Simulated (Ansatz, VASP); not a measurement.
**One calculation of Te2Mo, two programs**

```
Te Mo
1.0
     3.51820    0.00000    0.00000
    -1.75910    3.04685    0.00000
     0.00000    0.00000   13.97360
Te Mo
4 2
Direct
  0.66667 0.33333 0.37900
  0.33333 0.66667 0.87900
  0.66667 0.33333 0.12100
  0.33333 0.66667 0.62100
  0.66667 0.33333 0.75000
  0.33333 0.66667 0.25000
```

Alike in both runs: task single point; functional r2SCAN; k mesh 10 × 10 × 3; occupations gaussian, width 0.02 eV; no spin polarisation.

|  | VASP | Ansatz |
| --- | --- | --- |
| version | VASP 6.6.1 | Ansatz 0.2.0 |
| potentials or method | VASP PAW PBE potentials, release 64 (Te, Mo_sv), cutoff 520 eV | scalar-relativistic, plane waves, PAW |
| valence electrons in the cell | 52 | 92 |

```tsv
	VASP	Ansatz	Ansatz less VASP
gap on the k mesh at the Fermi level (eV)	0.81	0.82	+0.006
pressure (GPa)	2.4	2.2	-0.12
traceless stress, the component that is largest in VASP (GPa)	-0.41	-0.47	-0.059
rms of the force components (eV/Å)	0.024	0.037	+0.0123
```

VASP's potentials were made for PBE, not for r2SCAN. Atom by atom the forces differ by 0.012 eV/Å (rms over components). The functional is the same, so the differences come from potentials, cutoffs and numerics. VASP's potentials hold 52 valence electrons a cell and Ansatz's 92, so a difference there can come from the potentials and not from the codes. Ansatz's warnings: stress scf threshold loose.

Neither program's run includes spin-orbit coupling.
